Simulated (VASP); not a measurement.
SnPt2Se3: single point with PBE

Crystal: SnPt2Se3.

```
CELL_PARAMETERS angstrom
1.80963 1.04479 10.81653
-1.80963 1.04479 10.81653
0.00000 -2.08958 10.81653
ATOMIC_POSITIONS crystal
Sn 0.50000 0.50000 0.50000
Pt 0.77415 0.77415 0.77415
Pt 0.22585 0.22585 0.22585
Se 0.00000 0.00000 0.00000
Se 0.39412 0.39412 0.39412
Se 0.60588 0.60588 0.60588
```

The cell was built from a structure type or drawn by symmetry, and may not be a known phase.

- Program: VASP 6.6.1
- Task: single point
- Functional: PBE
- Potentials or basis: VASP PAW PBE potentials, release 64 (Sn_d, Pt, Se)
- Cutoff: 520 eV
- k mesh: 12 × 12 × 12
- Occupations: gaussian, width 0.1 eV
- Spin: no spin polarisation
- Dipole correction: no
- Further INCAR settings: ALGO = Normal; EDIFF = 1e-07; NBANDS = 35

```yaml
Pressure: 0.0 GPa
Largest_force: 0.004 eV/Å
Band_gap_on_the_k_mesh: zero (bands 26 and 27 overlap by 1.45 eV)
```

Forces on the atoms (eV/Å):
```
Sn   0.000  0.000  0.000
Pt   0.000  0.000  0.003
Pt   0.000  0.000 -0.003
Se   0.000  0.000  0.000
Se   0.000  0.000 -0.004
Se   0.000  0.000  0.004
```

Levels at points of the mesh, in eV from the Fermi level:
```
           k point  band 22  band 23  band 24  band 25  band 26  band 27  band 28  band 29  band 30  band 31
(0.00, 0.00, 0.00)    -1.32    -0.88    -0.88     0.34     0.34     1.36     1.36     1.38     3.84     5.61
(0.50, 0.00, 0.00)    -2.07    -1.85    -1.77    -1.28    -1.11    -0.85     0.90     1.19     2.85     3.20
(0.50, 0.50, 0.00)    -1.95    -1.63    -1.60    -0.84    -0.32    -0.27    -0.15     0.60     2.02     3.97
(0.50, 0.50, 0.50)    -0.88    -0.88    -0.34     0.39     0.39     0.51     1.32     1.32     4.71     4.79
```

Wall time 110 min on 1 thread of Intel(R) Xeon(R) Platinum 8488C (Sapphire Rapids), on a shared host, peak memory 1.6 GiB.

Caveat: spin-orbit coupling is left out, which moves the levels of the heavy elements.
